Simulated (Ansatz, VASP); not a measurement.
# GaSb in VASP and in Ansatz

```
Ga Sb
1.0
     0.00000    2.97390    3.14217
     2.97390    0.00000    3.14217
     2.97390    2.97390    0.00000
Ga Sb
1 1
Direct
  0.00000 0.00000 0.00000
  0.25000 0.25000 0.25000
```

Change from the starting cell: epitaxial_xy strain -3.0%.

Alike in both runs: task single point; functional PBE; k mesh 8 × 8 × 8; occupations fermi-dirac, width 0.02 eV; no spin polarisation.

|  | VASP | Ansatz |
| --- | --- | --- |
| version | VASP 6.6.1 | Ansatz 0.2.0 |
| potentials or method | VASP PAW PBE potentials, release 64 (Ga_d, Sb_d_GW) | plane waves, PAW |
| plane-wave cutoff (eV) | 500 | 420 |
| valence electrons in the cell | 28 | 28 |

|  | VASP | Ansatz | Ansatz less VASP |
| --- | --- | --- | --- |
| pressure (GPa) | 4.0 | 4.0 | +0.02 |
| traceless stress, the component that is largest in VASP (GPa) | -1.78 | -1.79 | -0.002 |

With one functional, cell and mesh, what is left measures potentials, basis and numerics.

Neither program's run includes spin-orbit coupling.
